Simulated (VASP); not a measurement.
# Ni (P6/mmm) in VASP: further runs

Runs on Ni. Level: PBE. Tasks: single point, relaxation of cell and atoms.

All numbers are computed with VASP 6.6.1; they aren't measurements. Logs are shortened: lines on timing, memory, paths and dates and some standing lists are left out, and cuts for length are marked.

### Step 1. The cell of the first run

It takes space group P6/mmm (No. 191, hexagonal). Conventional cell: a = 2.417 Å, b = 2.417 Å, c = 2.357 Å, α = 90.00°, β = 90.00°, γ = 120.00°. Within 3.1 Å of Ni (site symmetry 6/mmm) lie 8 Ni at 2.36 to 2.42 Å.

### Step 2. Single point, PBE, collinear spin, ferromagnetic start

Contents of INCAR:

```
PREC = Accurate
ENCUT = 590
EDIFF = 1E-6
ISMEAR = -1
SIGMA = 0.05
LREAL = False
LASPH = True
NELM = 200
ALGO = Normal
ISIF = 2
LWAVE = False
LCHARG = True
ISPIN = 2
MAGMOM = 1
LORBIT = 11
LMAXMIX = 4
GGA = PE
LELF = True
LVHAR = True
NBANDS = 19
GGA_COMPAT = False
```

Contents of KPOINTS:

```
regular mesh
0
Gamma
  18 18 17
```

Contents of POSCAR:

```
Ni
1.0
    2.4171853131      0.0000000000      0.0000000000
   -1.2085926566      2.0933438868      0.0000000000
    0.0000000000      0.0000000000      2.3565243582
Ni
1
Direct
    0.0000000000      0.0000000000      0.0000000000
```

Potentials or basis: VASP PAW PBE potentials, release 64 (Ni_sv_GW).

Run with:

```sh
cat potpaw_PBE.64/Ni_sv_GW/POTCAR > POTCAR
mpirun -np 1 vasp_std > vasp.out
```

OUTCAR:

```text
PREC = Accurate
   ENCUT = 590
   EDIFF = 1E-6
   ISMEAR = -1
   LREAL = False
   LASPH = True
   NELM = 200
   ISIF = 2
   ISPIN = 2
   LORBIT = 11
   GGA = PE

 ion  position               nearest neighbor table
   1  0.000  0.000  0.000-

  LATTYP: Found a hexagonal cell.
 ALAT       =     2.4171853131
 C/A-ratio  =     0.9749043011

  Lattice vectors:

 A1 = (   2.4171853131,   0.0000000000,   0.0000000000)
 A2 = (  -1.2085926566,   2.0933438868,   0.0000000000)
 A3 = (   0.0000000000,   0.0000000000,   2.3565243582)

Analysis of symmetry for initial positions (statically):
=====================================================================
 Subroutine PRICEL returns:
 Original cell was already a primitive cell.

 Routine SETGRP: Setting up the symmetry group for a
 hexagonal supercell.

 Subroutine GETGRP returns: Found 24 space group operations
 (whereof 24 operations were pure point group operations)
 out of a pool of 24 trial point group operations.

The static configuration has the point symmetry D_6h.

Analysis of symmetry for dynamics (positions and initial velocities):
=====================================================================
 Subroutine PRICEL returns:
 Original cell was already a primitive cell.

 Routine SETGRP: Setting up the symmetry group for a
 hexagonal supercell.

 Subroutine GETGRP returns: Found 24 space group operations
 (whereof 24 operations were pure point group operations)
 out of a pool of 24 trial point group operations.

The dynamic configuration has the point symmetry D_6h.

Analysis of structural, dynamic, and magnetic symmetry:
=====================================================================
 Subroutine PRICEL returns:
 Original cell was already a primitive cell.

 Routine SETGRP: Setting up the symmetry group for a
 hexagonal supercell.

 Subroutine GETGRP returns: Found 24 space group operations
 (whereof 24 operations were pure point group operations)
 out of a pool of 24 trial point group operations.

The overall configuration has the point symmetry D_6h.

 Subroutine INISYM returns: Found 24 space group operations
 (whereof 24 operations are pure point group operations),
 and found     1 'primitive' translations

----------------------------------------------------------------------------------------

                                     Primitive cell

  volume of cell :      11.9240
[... 99 lines left out ...]
   NUPDOWN=      -1.0000    fix difference up-down
   EMIN   =  10.00;   EMAX   =-10.00  energy-range for DOS
   EFERMI =   0.00;   METHOD = LEGACY
   ISMEAR =    -1;   SIGMA  =   0.05  broadening in eV -4-tet -1-fermi 0-gaus
   EFERMI_NEDOS =   21; number of points for ismear=-14 and -15
   IALGO  =     38    algorithm
   IMIX   =      4    mixing-type and parameters
     AMIX     =   0.40;   BMIX     =  1.00
     AMIX_MAG =   1.60;   BMIX_MAG =  1.00
  volume/ion in A,a.u.               =      11.92        80.47
  Fermi-wavevector in a.u.,A,eV,Ry     =   1.877982  3.548872 47.985270  3.526818
  Thomas-Fermi vector in A             =   2.922131
   LORBIT       =     11    0 simple, 1 ext, 2 COOP (PROOUT), +10 PAW based schemes
   GGA     = PE    functional components
   LHFCALC =     F    Hartree Fock is set to
   AEXX    =    0.0000 exact exchange contribution
   IVDW    =     0    specifies the selected vdW correction
   LEPSILON=     F    determine dielectric tensor
   LRPA    =     F    only Hartree local field effects (RPA)
 spin polarized calculation
  energy-cutoff  :      590.00
  volume of cell :       11.92
 maximum number of plane-waves:       405
 NGX is ok and might be reduce to    20
   NGX =  9   NGY =  9   NGZ =  9

 number of electron      17.9999998 magnetization       0.5739468

 Free energy of the ion-electron system (eV)
  ---------------------------------------------------
  ext. energy  EPLUGINS =         0.00000000
  ---------------------------------------------------
  free energy    TOTEN  =        -6.01569314 eV

  energy without entropy =       -5.99936529  energy(sigma->0) =       -6.00752921

 E-fermi :   6.6901     XC(G=0): -13.2283

 val. band max:        6.6895636874   @ k =   0.3889   0.0556   0.4706
 cond. band min:       6.6950906923   @ k =   0.3333   0.0000   0.1765
 fundamental gap:      0.0055270049
 Fermi energy:         6.6900595806

 spin component 1

 k-point     1 :       0.0000    0.0000    0.0000
  band No.  band energies     occupation
      1     -96.7071      1.00000
      2     -57.0197      1.00000
      3     -57.0197      1.00000
      4     -56.8927      1.00000
      5      -1.6944      1.00000
      6       3.0418      1.00000
[... 517 lines left out ...]
     18      45.0446      0.00000
     19      46.9002      0.00000

 [... further k-points ...]

 spin component 2

 k-point     1 :       0.0000    0.0000    0.0000
  band No.  band energies     occupation
      1     -95.9664      1.00000
      2     -56.2785      1.00000
      3     -56.2785      1.00000
      4     -56.2039      1.00000
      5      -1.7014      1.00000
      6       3.5896      1.00000
[... 517 lines left out ...]
     18      45.1039      0.00000
     19      47.0178      0.00000

 [... further k-points ...]

------------------------ aborting loop because EDIFF is reached ----------------------------------------

  FORCE on cell =-STRESS in cart. coord.  units (eV):
  Direction    XX          YY          ZZ          XY          YZ          ZX
  --------------------------------------------------------------------------------------
  -------------------------------------------------------------------------------------
  Total       -0.3557565     -0.3557565     -0.3461961      0.0000000     -0.0000000      0.0000000
  in kB      -47.8014430    -47.8014430    -46.5168548      0.0000000     -0.0000000      0.0000000
  external PRESSURE =     -47.3732469 kB  Pullay stress =       0.0000000 kB

 VOLUME and BASIS-vectors are now :
 -----------------------------------------------------------------------------
  energy-cutoff  :      590.00
  volume of cell :       11.92
      direct lattice vectors                 reciprocal lattice vectors
     2.417185313  0.000000000  0.000000000     0.413704317  0.238852299  0.000000000
    -1.208592657  2.093343887  0.000000000     0.000000000  0.477704598  0.000000000
     0.000000000  0.000000000  2.356524358     0.000000000  0.000000000  0.424353772

 POSITION                                       TOTAL-FORCE (eV/Angst)
 -----------------------------------------------------------------------------------
      0.00000      0.00000      0.00000         0.000000      0.000000      0.000000
 -----------------------------------------------------------------------------------
    total drift:                               -0.000000      0.000000      0.000000

  FREE ENERGIE OF THE ION-ELECTRON SYSTEM (eV)
  ---------------------------------------------------
  free  energy   TOTEN  =        -6.0156931404 eV

  energy  without entropy=       -5.9993652894  energy(sigma->0) =       -6.00752921

 total charge

# of ion       s       p       d       f       tot
--------------------------------------------------
    1        2.250   6.259   7.835   0.005  16.348

 magnetization (x)

# of ion       s       p       d       f       tot
--------------------------------------------------
    1       -0.001  -0.006   0.609   0.000   0.602
```

stdout:

```text
POSCAR found type information on POSCAR Ni
 POSCAR found :  1 types and       1 ions
 scaLAPACK will be used
 LDA part: xc-table for (Slater+PW92), standard interpolation
 POSCAR, INCAR and KPOINTS ok, starting setup
 FFT: planning ... GRIDC
 FFT: planning ... GRID_SOFT
 FFT: planning ... GRID
 WAVECAR not read
 entering main loop
```

It took 82 s on 1 thread of Intel Xeon 6975P-C (Granite Rapids), shared host; peak memory 0.27 GiB.

Results:

```yaml
Free_energy: -6.0157 eV
Pressure: -4.7 GPa
Net_moment: 0.57 μB per cell
Site_moments: Ni +0.60 μB
Valence_electrons_inside_the_program's_atomic_spheres: Ni 16.35
```

Levels at points of the mesh, in eV from the Fermi level:
Spin up:
| k point | band 5 | band 6 | band 7 | band 8 | band 9 | band 10 | band 11 | band 12 | band 13 | band 14 |
| --- | --- | --- | --- | --- | --- | --- | --- | --- | --- | --- |
| (0.00, 0.00, 0.00) | -8.38 | -3.65 | -2.13 | -2.13 | -0.33 | -0.33 | 18.30 | 23.17 | 23.46 | 26.31 |
| (0.50, 0.00, 0.00) | -4.41 | -3.09 | -1.45 | -0.55 | -0.20 | -0.13 | 5.24 | 16.94 | 22.25 | 25.46 |
Spin down:
```tsv
k point	band 7	band 8	band 9	band 10	band 11	band 12
(0.00, 0.00, 0.00)	-1.51	-1.51	0.31	0.31	18.33	23.30
(0.50, 0.00, 0.00)	-0.86	-0.17	0.08	0.51	5.60	16.98
```

### Step 3. Relaxation of cell and atoms, PBE, collinear spin, ferromagnetic start, target pressure -0.94 GPa, at which the enthalpy is minimised

This run uses another cell than the first one, of 11.40 Å³/atom, 0.956 times its volume.

Contents of INCAR:

```
  ALGO = Normal
  EDIFF = 1E-7
  EDIFFG = -0.005
  ENCUT = 600
  GGA = PE
  IBRION = 2
  ISIF = 3
  ISMEAR = -1
  ISPIN = 2
  LASPH = T
  LCHARG = F
  LMAXMIX = 4
  LORBIT = 11
  LREAL = F
  LWAVE = F
  MAGMOM = 1
  NELM = 150
  NSW = 60
  PREC = Accurate
  PSTRESS = -9.399999999999999
  SIGMA = 0.05
```

Contents of KPOINTS:

```
k-points
0
Gamma
  18 18 17
```

Contents of POSCAR:

```
Ni
1.0
    2.4101260482      0.0000000000      0.0000000000
   -1.2050630241      2.0872303840      0.0000000000
    0.0000000000      0.0000000000      2.2655184853
Ni
1
Direct
    0.0000000000      0.0000000000      0.0000000000
```

Potentials or basis: VASP PAW PBE potentials, release 64 (Ni).

Run with:

```sh
cat potpaw_PBE.64/Ni/POTCAR > POTCAR
mpirun -np 1 vasp_std > vasp.out
```

It took 14 min on 1 thread of Oxide Virtual Turin-like, shared host; peak memory 0.18 GiB.

Results (log left out):

```yaml
Free_energy: -5.0733 eV
Relaxed_volume: 11.90 Å³/atom
Relaxed_cell: a = 2.417 Å, b = 2.417 Å, c = 2.353 Å, α = 90.00°, β = 90.00°, γ = 120.00°
Space_group_after_relaxing_to_0.05_Å: P6/mmm (No. 191)
Energy_change_on_relaxing_the_enthalpy_is_what_falls: -18.2 meV/atom
Ionic_steps: 8
Pressure_after_relaxing: -0.9 GPa
Net_moment: 0.55 μB per cell
Site_moments: Ni +0.56 μB
Valence_electrons_inside_the_program's_atomic_spheres: Ni 9.27
```

Step by step:
```tsv
step	energy change (eV)	largest force (eV/Å)	pressure (GPa)	volume (Å³)
1	0.0000	0.0000	5.93	11.40
2	-0.0123	0.0000	-4.16	12.21
3	-0.0177	0.0000	-1.50	11.94
4	-0.0177	0.0000	-1.64	11.95
5	-0.0182	0.0000	-0.70	11.89
6	-0.0181	0.0000	-1.02	11.91
7	-0.0181	0.0000	-1.02	11.91
8	-0.0182	0.0000	-0.93	11.90
```

Final structure:
```
Ni
1.0
     2.41672    0.00000    0.00000
    -1.20836    2.09294    0.00000
     0.00000    0.00000    2.35307
Ni
1
Direct
  0.00000 0.00000 0.00000
```

Levels at points of the mesh, in eV from the Fermi level:
Spin up:
| k point | band 3 | band 4 | band 5 | band 6 | band 7 | band 8 |
| --- | --- | --- | --- | --- | --- | --- |
| (0.00, 0.00, 0.00) | -2.10 | -2.10 | -0.31 | -0.31 | 18.47 | 23.48 |
| (0.50, 0.00, 0.00) | -1.42 | -0.53 | -0.19 | -0.06 | 5.30 | 17.04 |
Spin down:
```
           k point  band 2  band 3  band 4  band 5  band 6  band 7  band 8  band 9
(0.00, 0.00, 0.00)   -3.09   -1.51   -1.51    0.30    0.30   18.50   23.55   23.59
(0.50, 0.00, 0.00)   -2.52   -0.86   -0.10    0.07    0.49    5.64   17.08   22.59
```

Caveat: the cell is relaxed towards a set pressure, so the enthalpy falls and the energy may rise.

### Step 4. Relaxation of cell and atoms, PBE, collinear spin, ferromagnetic start, target pressure -0.94 GPa, at which the enthalpy is minimised

Contents of INCAR:

```
PREC = Accurate ; ENCUT = 600
EDIFF = 1E-6 ; ISMEAR = -1
SIGMA = 0.05 ; LREAL = F
LASPH = T ; NELM = 150
ALGO = Normal ; ISIF = 3
LWAVE = F ; LCHARG = F
ISPIN = 2 ; MAGMOM = 1
LORBIT = 11 ; LMAXMIX = 4
GGA = PE ; IBRION = 2
NSW = 32 ; EDIFFG = -0.005
PSTRESS = -9.399999999999999
```

Contents of KPOINTS:

```
Automatic mesh
0
Gamma
  18 18 17
```

Contents of POSCAR:

```
Ni
1.0
    2.4171853131      0.0000000000      0.0000000000
   -1.2085926566      2.0933438868      0.0000000000
    0.0000000000      0.0000000000      2.3565243582
Ni
1
Direct
    0.0000000000      0.0000000000      0.0000000000
```

Potentials or basis: VASP PAW PBE potentials, release 64 (Ni).

Run with:

```sh
cat potpaw_PBE.64/Ni/POTCAR > POTCAR
mpirun -np 1 vasp_std > vasp.out
```

OUTCAR:

```text
PREC = Accurate
   ENCUT = 600
   EDIFF = 1E-6
   ISMEAR = -1
   LREAL = F
   LASPH = T
   NELM = 150
   ISIF = 3
   ISPIN = 2
   LORBIT = 11
   GGA = PE
   IBRION = 2
   NSW = 32
   EDIFFG = -0.005
   PSTRESS = -9.399999999999999

 ion  position               nearest neighbor table
   1  0.000  0.000  0.000-

  LATTYP: Found a hexagonal cell.
 ALAT       =     2.4171853131
 C/A-ratio  =     0.9749043011

  Lattice vectors:

 A1 = (   2.4171853131,   0.0000000000,   0.0000000000)
 A2 = (  -1.2085926566,   2.0933438868,   0.0000000000)
 A3 = (   0.0000000000,   0.0000000000,   2.3565243582)

Analysis of symmetry for initial positions (statically):
=====================================================================
 Subroutine PRICEL returns:
 Original cell was already a primitive cell.

 Routine SETGRP: Setting up the symmetry group for a
 hexagonal supercell.

 Subroutine GETGRP returns: Found 24 space group operations
 (whereof 24 operations were pure point group operations)
 out of a pool of 24 trial point group operations.
[... 385 lines left out ...]
  band No.  band energies     occupation
      1      -0.2005      1.00000
      2       4.4881      1.00000
      3       5.9928      1.00000
      4       5.9928      1.00000
      5       7.7894      0.99781
      6       7.7894      0.99781
      7      26.5755      0.00000
      8      31.5873      0.00000
      9      31.7560      0.00000
     10      34.5086      0.00000
[... 287 lines left out ...]
 k-point    24 :       0.3889    0.1111    0.0000
  band No.  band energies     occupation
      1       3.9686      1.00000
      2       5.0319      1.00000
      3       6.5575      1.00000
      4       6.7515      1.00000
      5       7.4898      0.99999
      6       9.0674      0.00000
      7      14.2659      0.00000
      8      22.2372      0.00000
      9      33.8087      0.00000
     10      34.2816      0.00000

 [... further k-points ...]

 spin component 2

 k-point     1 :       0.0000    0.0000    0.0000
  band No.  band energies     occupation
      1      -0.2048      1.00000
      2       5.0087      1.00000
      3       6.5881      1.00000
      4       6.5881      1.00000
      5       8.3950      0.00250
      6       8.3950      0.00250
      7      26.6052      0.00000
      8      31.6352      0.00000
      9      31.6950      0.00000
     10      34.6237      0.00000
[... 331 lines left out ...]
  energy  without entropy=       -5.0569431484  energy(sigma->0) =       -5.06524430

  enthalpy is  TOTEN    =        -5.1433808730 eV   P V=       -0.0698354287

 reached required accuracy - stopping structural energy minimisation

 total charge

# of ion       s       p       d       tot
------------------------------------------
    1        0.503   0.427   8.335   9.266

 magnetization (x)

# of ion       s       p       d       tot
------------------------------------------
    1       -0.005  -0.010   0.570   0.555
```

It took 12 min on 1 thread of Oxide Virtual Turin-like, shared host; peak memory 0.17 GiB.

What came out:

| Quantity | Value |
| --- | --- |
| Free energy | -5.0735 eV |
| Relaxed volume | 11.90 Å³/atom |
| Relaxed cell | a = 2.417 Å, b = 2.417 Å, c = 2.353 Å, α = 90.00°, β = 90.00°, γ = 120.00° |
| Space group after relaxing (to 0.05 Å) | P6/mmm (No. 191) |
| Energy change on relaxing (the enthalpy is what falls) | -0.1 meV/atom |
| Ionic steps | 17 |
| Pressure after relaxing | -1.0 GPa |
| Net moment | 0.55 μB per cell |
| Site moments | Ni +0.56 μB |
| Valence electrons inside the program's atomic spheres | Ni 9.27 |

Step by step:
| step | energy change (eV) | largest force (eV/Å) | pressure (GPa) | volume (Å³) |
| --- | --- | --- | --- | --- |
| 1 | 0.0000 | 0.0000 | -1.23 | 11.92 |
| 2 | -0.0002 | 0.0000 | -0.69 | 11.89 |
| 3 | -0.0002 | 0.0000 | -0.88 | 11.90 |
| 4 | -0.0002 | 0.0000 | -0.91 | 11.90 |
| 5 | -0.0002 | 0.0000 | -0.54 | 11.90 |
| 6 | 0.0001 | 0.0000 | -1.31 | 11.93 |
| 7 | -0.0001 | 0.0000 | -1.12 | 11.92 |
| 8 | -0.0001 | 0.0000 | -1.08 | 11.91 |
| 9 | -0.0001 | 0.0000 | -1.00 | 11.91 |
| 10 | -0.0001 | 0.0000 | -0.97 | 11.90 |
| 11 | -0.0002 | 0.0000 | -0.95 | 11.90 |
| 12 | -0.0002 | 0.0000 | -1.12 | 11.90 |
| 13 | -0.0002 | 0.0000 | -0.81 | 11.90 |
| 14 | -0.0002 | 0.0000 | -1.01 | 11.90 |
| 15 | -0.0002 | 0.0000 | -0.91 | 11.90 |
| 16 | -0.0002 | 0.0000 | -0.96 | 11.90 |
| 17 | -0.0001 | 0.0000 | -0.96 | 11.90 |

Final structure:
```xyz
1
Lattice="2.4170 0.0000 0.0000 -1.2085 2.0932 0.0000 0.0000 0.0000 2.3527" Properties=species:S:1:pos:R:3 pbc="T T T"
Ni    2.4170    0.0000    0.0000
```

Caveat: the cell is relaxed towards a set pressure, so the enthalpy falls and the energy may rise.

### Step 5. Summary

| task | potentials or basis | cell | cutoff (eV) | second run | gap on the mesh (eV) | pressure (GPa) | moment (μB) |
| --- | --- | --- | --- | --- | --- | --- | --- |
| single point | VASP PAW PBE potentials, release 64 (Ni_sv_GW) | a = 2.417, b = 2.417, c = 2.357 Å, angles 90.0, 90.0, 120.0°, 1 atom | 590 | valence_matched | none | -4.7 | 0.57 |
| relaxation of cell and atoms | VASP PAW PBE potentials, release 64 (Ni) | relaxed to -0.94 GPa from a = 2.410, b = 2.410, c = 2.266 Å, angles 90.0, 90.0, 120.0°, 1 atom | 600 | - | none | -0.9 | 0.55 |
| relaxation of cell and atoms | VASP PAW PBE potentials, release 64 (Ni) | relaxed to -0.94 GPa from a = 2.417, b = 2.417, c = 2.357 Å, angles 90.0, 90.0, 120.0°, 1 atom | 600 | - | none | -1.0 | 0.55 |

Alike in all rows: level PBE; spin collinear, ferromagnetic start; k mesh 18 × 18 × 17; smearing fermi-dirac 0.05 eV.

Caveats: the cell is relaxed towards a set pressure, so the enthalpy falls and the energy may rise (some runs).

Absolute energies hang on the potentials; compare differences alone.
